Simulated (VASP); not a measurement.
# SiF (Pm-3m) in VASP: a series of runs, part 2 of 2

VASP 6.6.1.

## Step 6: Relaxation of cell and atoms, PBE0

POSCAR reads:

```
SiF
1.0
    3.0286000000      0.0000000000      0.0000000000
    0.0000000000      3.0286000000      0.0000000000
    0.0000000000      0.0000000000      3.0286000000
Si F
1 1
Direct
    0.5000000000      0.5000000000      0.5000000000
    0.0000000000      0.0000000000      0.0000000000
```

INCAR.step1 reads:

```
SYSTEM = SiF
PREC = Accurate
ENCUT = 600
EDIFF = 1E-5
ISMEAR = -1
SIGMA = 0.05
LREAL = .FALSE.
LASPH = .TRUE.
NELM = 100
ALGO = Normal
LWAVE = .TRUE.
LCHARG = .FALSE.
GGA = PE
NBANDS = 12
```

INCAR.step2 reads:

```
SYSTEM = SiF
PREC = Accurate
ENCUT = 600
EDIFF = 1E-7
ISMEAR = -1
SIGMA = 0.05
LREAL = .FALSE.
LASPH = .TRUE.
NELM = 100
ALGO = Normal
ISIF = 3
LWAVE = .FALSE.
LCHARG = .FALSE.
GGA = PE
LHFCALC = .TRUE.
AEXX = 0.25
PRECFOCK = Normal
IBRION = 2
NSW = 60
EDIFFG = -0.01
ISTART = 1
```

KPOINTS reads:

```
regular mesh
0
G
  5 5 5
  0 0 0
```

Potentials or basis: VASP PAW PBE potentials, release 64 (Si, F).

Started as:

```bash
$ cat potpaw_PBE.64/Si/POTCAR potpaw_PBE.64/F/POTCAR > POTCAR
$ cp INCAR.step1 INCAR
$ mpirun -np 1 vasp_std > vasp.out
$ cp INCAR.step2 INCAR
$ mpirun -np 1 vasp_std > vasp.out
```

Wall time 3 min (1 thread of Intel Xeon 6975P-C (Granite Rapids), shared host); peak memory 0.14 GiB.

The run converged. Its results:

```
Free energy                           : -10.4905 eV
Relaxed volume                        : 13.47 Å³/atom
Relaxed cell                          : a = 2.998 Å, b = 2.998 Å, c = 2.998 Å, α = 90.00°, β = 90.00°, γ = 90.00°
Space group after relaxing (to 0.1 Å) : Pm-3m (No. 221)
Energy gained by relaxing             : 3.3 meV/atom
Ionic steps                           : 2
Pressure after relaxing               : 0.0 GPa
Band gap on the k mesh                : zero (an odd number of electrons rules out a gap without spin polarisation)
```

Step by step:
| step | energy change (eV) | largest force (eV/Å) | pressure (GPa) | volume (Å³) |
| --- | --- | --- | --- | --- |
| 1 | 0.0000 | 0.0000 | -2.45 | 27.78 |
| 2 | -0.0066 | 0.0000 | -0.01 | 26.93 |

Final structure:
```cif
data_structure
_symmetry_space_group_name_H-M 'P 1'
_symmetry_Int_Tables_number 1
_cell_length_a 2.9976
_cell_length_b 2.9976
_cell_length_c 2.9976
_cell_angle_alpha 90.000
_cell_angle_beta 90.000
_cell_angle_gamma 90.000
_cell_volume 26.93
loop_
_atom_site_label
_atom_site_type_symbol
_atom_site_fract_x
_atom_site_fract_y
_atom_site_fract_z
_atom_site_occupancy
Si1 Si 0.50000 0.50000 0.50000 1
F1 F 0.00000 0.00000 0.00000 1
```

Levels at points of the mesh, in eV from the Fermi level:
| k point | band 3 | band 4 | band 5 | band 6 | band 7 | band 8 |
| --- | --- | --- | --- | --- | --- | --- |
| (0.00, 0.00, 0.00) | -6.87 | -6.87 | -6.87 | 6.83 | 6.83 | 6.83 |

Caveat: the k points lie up to 0.42 Å⁻¹ apart in the final cell, too coarse for converged energies and pressures of a metal; the PAW data sets were made with another functional, which shifts forces and pressure a little; an odd number of electrons without spin polarisation forces a metal; a magnetic or distorted state may lie lower.

## Step 7: Relaxation of cell and atoms, PBEsol-based global hybrid with 25 % exact exchange

POSCAR is that of step 6.

INCAR.step1 reads:

```
PREC = Accurate ; ENCUT = 600
EDIFF = 1E-5 ; ISMEAR = -1
SIGMA = 0.05 ; LREAL = False
LASPH = True ; NELM = 80
ALGO = Normal ; LWAVE = True
LCHARG = False ; GGA = PE
NBANDS = 12
```

INCAR.step2 reads:

```
PREC = Accurate ; ENCUT = 600
EDIFF = 1E-7 ; ISMEAR = -1
SIGMA = 0.05 ; LREAL = False
LASPH = True ; NELM = 80
ALGO = Normal ; ISIF = 3
LWAVE = False ; LCHARG = False
GGA = PS ; LHFCALC = True
AEXX = 0.25 ; PRECFOCK = Normal
IBRION = 2 ; NSW = 60
EDIFFG = -0.01 ; ISTART = 1
```

KPOINTS reads:

```
regular mesh
0
Gamma
  5 5 5
```

Started as:

```bash
$ cat potpaw_PBE.64/Si/POTCAR potpaw_PBE.64/F/POTCAR > POTCAR
$ cp INCAR.step1 INCAR
$ mpirun -np 1 vasp_std > vasp.out
$ cp INCAR.step2 INCAR
$ mpirun -np 1 vasp_std > vasp.out
```

Run time: 4.6 min. Hardware: 1 thread of Intel Xeon 6975P-C (Granite Rapids), shared host; peak memory 0.15 GiB.

The run converged. Its results:

```
Free energy                           : -10.9448 eV
Relaxed volume                        : 13.08 Å³/atom
Relaxed cell                          : a = 2.969 Å, b = 2.969 Å, c = 2.969 Å, α = 90.00°, β = 90.00°, γ = 90.00°
Space group after relaxing (to 0.1 Å) : Pm-3m (No. 221)
Energy gained by relaxing             : 13.0 meV/atom
Ionic steps                           : 3
Pressure after relaxing               : 0.0 GPa
Band gap on the k mesh                : zero (an odd number of electrons rules out a gap without spin polarisation)
```

Step by step:
```csv
step,energy change (eV),largest force (eV/Å),pressure (GPa),volume (Å³)
1,0.0000,0.0000,-4.89,27.78
2,-0.0260,0.0000,0.18,26.11
3,-0.0260,0.0000,0.01,26.16
```

Final structure:
```xyz
2
Lattice="2.9686 0.0000 0.0000 0.0000 2.9686 0.0000 0.0000 0.0000 2.9686" Properties=species:S:1:pos:R:3 pbc="T T T"
Si    1.4843    1.4843    1.4843
F     0.0000    0.0000    0.0000
```

Levels at points of the mesh, in eV from the Fermi level:
| k point | band 3 | band 4 | band 5 | band 6 | band 7 | band 8 |
| --- | --- | --- | --- | --- | --- | --- |
| (0.00, 0.00, 0.00) | -7.07 | -7.07 | -7.07 | 7.01 | 7.02 | 7.02 |

Caveat: the k points lie up to 0.42 Å⁻¹ apart in the final cell, too coarse for converged energies and pressures of a metal; the PAW data sets were made with another functional, which shifts forces and pressure a little; an odd number of electrons without spin polarisation forces a metal; a magnetic or distorted state may lie lower.

## Step 8: Summary

```tsv
task	level	cell	cutoff (eV)	share of exact exchange	screening parameter	gap on the mesh (eV)	pressure (GPa)	relaxed volume (Å³/atom)
relaxation of cell and atoms	PBE-based screened hybrid with 25 % exact exchange	relaxed from a = 3.029 Å, 2 atoms	600	0.25	0.3 1/Å	none	-0.1	13.58
relaxation of cell and atoms	HF	relaxed from a = 3.029 Å, 2 atoms	600	1	-	none	0.0	15.19
single point	PBEsol-based global hybrid with 25 % exact exchange	a = 2.973 Å, 2 atoms	520	0.25	-	none	-0.3	-
single point	PBE0	a = 3.002 Å, 2 atoms	520	0.25	-	none	-0.3	-
relaxation of cell and atoms	PBE0	relaxed from a = 3.029 Å, 2 atoms	600	0.25	-	none	0.0	13.47
relaxation of cell and atoms	PBEsol-based global hybrid with 25 % exact exchange	relaxed from a = 3.029 Å, 2 atoms	600	0.25	-	none	0.0	13.08
```

Alike in all rows: potentials or basis VASP PAW PBE potentials, release 64 (Si, F); no spin polarisation; k mesh 5 × 5 × 5; smearing fermi-dirac 0.05 eV.

Caveats: all runs use coarse meshes; the PAW data sets were made with another functional, which shifts forces and pressure a little; an odd number of electrons without spin polarisation forces a metal; a magnetic or distorted state may lie lower.

Total energies depend on the potentials used, so only differences within one code and one set of settings carry meaning.
